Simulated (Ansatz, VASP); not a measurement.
ZnSe in VASP and in Ansatz

```
CELL_PARAMETERS angstrom
3.89673 0.00000 0.00000
0.00000 3.89673 0.00000
0.00000 0.00000 5.35097
ATOMIC_POSITIONS crystal
Zn 0.00000 0.00000 0.00000
Zn 0.50000 0.50000 0.00000
Se 0.00000 0.50000 0.25008
Se 0.50000 0.00000 0.74992
```

Alike in both runs: task single point; functional PBEsol; k mesh 8 × 8 × 6; occupations gaussian, width 0.05 eV; no spin polarisation.

|  | VASP | Ansatz |
| --- | --- | --- |
| version | VASP 6.6.1 | Ansatz 0.2.0 |
| potentials or method | VASP PAW PBE potentials, release 64 (Zn, Se), cutoff 520 eV | scalar-relativistic, plane waves, PAW |
| valence electrons in the cell | 36 | 56 |

Ansatz gave:

```
gap on the k mesh at the Fermi level (eV)                     : 1.52
least direct gap on the mesh (eV)                             : 1.52
pressure (GPa)                                                : 13.2
traceless stress, the component that is largest in VASP (GPa) : -0.06
rms of the force components (eV/Å)                            : 1.002
```

Question: Estimate VASP's values.

Answer: gap on the k mesh at the Fermi level (eV): 1.50; least direct gap on the mesh (eV): 1.50; pressure (GPa): 13.7; traceless stress, the component that is largest in VASP (GPa): -0.09; rms of the force components (eV/Å): 1.038.

VASP's potentials were made for PBE, not for PBEsol, and Ansatz warns of the same on its side. Atom by atom the forces differ by 0.036 eV/Å (rms over components). The functional is the same, so the differences come from potentials, cutoffs and numerics. VASP's potentials hold 36 valence electrons a cell and Ansatz's 56, so a difference there can come from the potentials and not from the codes.
